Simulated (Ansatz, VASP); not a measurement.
# ZnSe in VASP and in Ansatz

INCAR

```
PREC     = Accurate       # precision mode
ENCUT    = 520            # plane-wave cutoff, eV
EDIFF    = 1E-6           # SCF threshold, eV
ISMEAR   = 0              # smearing method
SIGMA    = 0.05           # smearing width, eV
LREAL    = False          # projectors in reciprocal space
LASPH    = True           # aspherical terms in the spheres
NELM     = 100            # most SCF steps
ALGO     = Normal         # electronic algorithm
ISIF     = 2              # what is computed and relaxed
LWAVE    = False          # write WAVECAR
LCHARG   = False          # write CHGCAR
NBANDS   = 16             # bands
```

File KPOINTS:

```
Automatic mesh
0
Gamma
  10 10 10
```

Contents of POSCAR:

```
ZnSe
1.0
    0.0000000000      2.5247558828      3.5700048183
    2.5247558828      0.0000000000      3.5700048183
    2.5247558828      2.5247558828      0.0000000000
Zn Se
1 1
Direct
    0.0000000000      0.0000000000      0.0000000000
    0.7500000000      0.7500000000      0.7500000000
```

Input for Ansatz:

```yaml
crystal:
  lattice:
    - [0.0, 2.5247558828, 3.5700048183]
    - [2.5247558828, 0.0, 3.5700048183]
    - [2.5247558828, 2.5247558828, 0.0]
  atoms:
    - { symbol: Zn, position: [0.0, 0.0, 0.0] }
    - { symbol: Se, position: [0.75, 0.75, 0.75] }
basis:
  ecutwfc: 420
kpoints:
  mp_grid: { grid: [10, 10, 10] }
hamiltonian:
  xc: lda
scf:
  occupations: { method: gaussian, width: 0.05 }
output:
  forces: true
  stress: true
  eigenvalues: true
  write_density: true
  write_potential: true
  elf: true
  volumetric_format: npy
```

Alike in both runs: task single point; functional LDA; k mesh 10 × 10 × 10; occupations gaussian, width 0.05 eV; no spin polarisation.

```csv
,VASP,Ansatz
version,VASP 6.6.1,Ansatz 0.2.0
potentials or method,"VASP PAW LDA potentials, release 64 (Zn, Se), cutoff 520 eV","scalar-relativistic, plane waves, PAW"
valence electrons in the cell,18,28
```

```tsv
	VASP	Ansatz	Ansatz less VASP
gap on the k mesh at the Fermi level (eV)	none	none	-
pressure (GPa)	-4.2	-4.5	-0.29
traceless stress, the component that is largest in VASP (GPa)	-14.38	-14.42	-0.042
```

LDA's correlation is that of Perdew and Zunger in VASP and of Perdew and Wang (1992) in Ansatz. A gap of «none» marks a metal or a gap that the smearing closes. VASP's potentials hold 18 valence electrons a cell and Ansatz's 28, so a difference there can come from the potentials and not from the codes.
